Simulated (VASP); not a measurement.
A run of VASP 6.6.1:

Contents of POSCAR:

```
Ti2Sn
1.0
    4.7632360695     -0.0000000029      0.0000000000
   -2.3816180323      4.1250834419      0.0000000000
    0.0000000000      0.0000000000      5.6613885300
Ti Sn
4 2
Direct
    0.3333333333      0.6666666667      0.7500000000
    0.6666666667      0.3333333333      0.2500000000
    0.0000000000      0.0000000000      0.0000000000
    0.0000000000      0.0000000000      0.5000000000
    0.3333333333      0.6666666667      0.2500000000
    0.6666666667      0.3333333333      0.7500000000
```

The input INCAR.step1:

```
SYSTEM = Ti2Sn
  PREC = Accurate
  ENCUT = 550
  ISMEAR = -1
  SIGMA = 0.1
  LREAL = .False.
  LASPH = .True.
  NELM = 120
  NBANDS = 47
  GGA = PE
  ALGO = Normal
  EDIFF = 1E-5
  LWAVE = .True.
  LCHARG = .False.
  GGA_COMPAT = .False.
```

The input INCAR.step2:

```
SYSTEM = Ti2Sn
  PREC = Accurate
  ENCUT = 550
  EDIFF = 1E-6
  ISMEAR = -1
  SIGMA = 0.1
  LREAL = .False.
  LASPH = .True.
  NELM = 120
  ALGO = Normal
  ISIF = 2
  LWAVE = .False.
  LCHARG = .False.
  METAGGA = R2SCAN
  LMIXTAU = .True.
  NBANDS = 47
  ISTART = 1
  GGA_COMPAT = .False.
```

KPOINTS

```
regular mesh
0
Gamma
  8 8 6
  0 0 0
```

Potentials or basis: VASP PAW PBE potentials, release 64 (Ti_sv, Sn_d).

The run is started by

```bash
$ cat potpaw_PBE.64/Ti_sv/POTCAR potpaw_PBE.64/Sn_d/POTCAR > POTCAR
$ cp INCAR.step1 INCAR
$ mpirun -np 1 vasp_std > vasp.out
$ cp INCAR.step2 INCAR
$ mpirun -np 1 vasp_std > vasp.out
```

Hardware: 1 thread of Intel(R) Xeon(R) 6975P-C (Granite Rapids), on a shared host.

**Question.** How long does it take, and how much memory?

**Answer.** It took 7.9 min on 1 thread of Intel(R) Xeon(R) 6975P-C (Granite Rapids), on a shared host, peak memory 0.37 GiB. Counts: k points 40.
